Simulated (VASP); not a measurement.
Input of a VASP 6.6.1 run:

INCAR

```
SYSTEM = AlAs
PREC = Accurate ; ENCUT = 500
EDIFF = 1E-6 ; ISMEAR = 0
SIGMA = 0.01 ; LREAL = .FALSE.
LASPH = .TRUE. ; NELM = 120
ALGO = Normal ; ISIF = 2
LWAVE = .FALSE. ; LCHARG = .FALSE.
GGA = CA ; NBANDS = 11
GGA_COMPAT = .FALSE.
```

File KPOINTS:

```
regular mesh
0
G
  6 6 6
  0 0 0
```

POSCAR

```
AlAs
1.0
    0.0000000000      2.8018081462      2.8018081462
    2.8018081462      0.0000000000      2.8018081462
    2.8018081462      2.8018081462      0.0000000000
Al As
1 1
Direct
    0.0000000000      0.0000000000      0.0000000000
    0.2500000000      0.2500000000      0.2500000000
```

Potentials or basis: VASP PAW LDA potentials, release 64 (Al, As).

The run is started by

```bash
$ cat potpaw_LDA.64/Al/POTCAR potpaw_LDA.64/As/POTCAR > POTCAR
$ mpirun -np 1 vasp_std > vasp.out
```

(1) Estimate the band gap on the k mesh.

(2) What does it give for the pressure?

Results:

(1) 1.28 eV, indirect (least direct gap 2.12 eV).

(2) 1.5 GPa.
